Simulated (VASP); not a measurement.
Write the native input for VASP 6.6.1 that does the following.

```
Task                   : single point
Functional             : PBE
Dispersion             : D3(BJ)
Potentials or basis    : VASP PAW PBE potentials, release 64 (Hf_pv)
Cutoff                 : 520 eV
k mesh                 : 10 × 10 × 10
Occupations            : methfessel-paxton, width 0.025 eV
Spin                   : non-collinear spin, typed start, spin-orbit coupling
Starting moments       : [[0.289, 0.289, 0.289]] μB
Dipole correction      : no
Further INCAR settings : ALGO = Normal; EDIFF = 1e-07; NBANDS = 21
```

The structure of Hf lies in POSCAR:

```
Hf
1.0
   -1.8050000000      1.8050000000      1.8050000000
    1.8050000000     -1.8050000000      1.8050000000
    1.8050000000      1.8050000000     -1.8050000000
Hf
1
Direct
    0.0000000000      0.0000000000      0.0000000000
```

One way to write it, as run:

INCAR

```
SYSTEM = Hf
PREC = Accurate
ENCUT = 520
EDIFF = 1E-7
ISMEAR = 1
SIGMA = 0.025
LREAL = .False.
LASPH = .True.
NELM = 150
ALGO = Normal
ISIF = 2
LWAVE = .False.
LCHARG = .False.
MAGMOM = 0.289 0.289 0.289
LORBIT = 11
LSORBIT = .True.
GGA_COMPAT = .False.
LORBMOM = .True.
LMAXMIX = 4
GGA = PE
IVDW = 12
NBANDS = 21
```

KPOINTS

```
regular mesh
0
Gamma
  10 10 10
  0 0 0
```

Potentials or basis: VASP PAW PBE potentials, release 64 (Hf_pv).

Run with:

```bash
$ cat potpaw_PBE.64/Hf_pv/POTCAR > POTCAR
$ mpirun -np 1 vasp_ncl > vasp.out
```

It gave:

```
Pressure                                              : -8.6 GPa
Net moment                                            : 0.06 μB per cell
Valence electrons inside the program's atomic spheres : Hf 8.30
Dispersion energy per atom                            : -0.427 eV
```

Caveat: three body term missing.

Wall time 4.4 min on 1 thread of Intel(R) Xeon(R) Platinum 8259CL CPU @ 2.50GHz (Skylake/Cascade Lake), with other jobs on the host, peak memory 0.28 GiB.
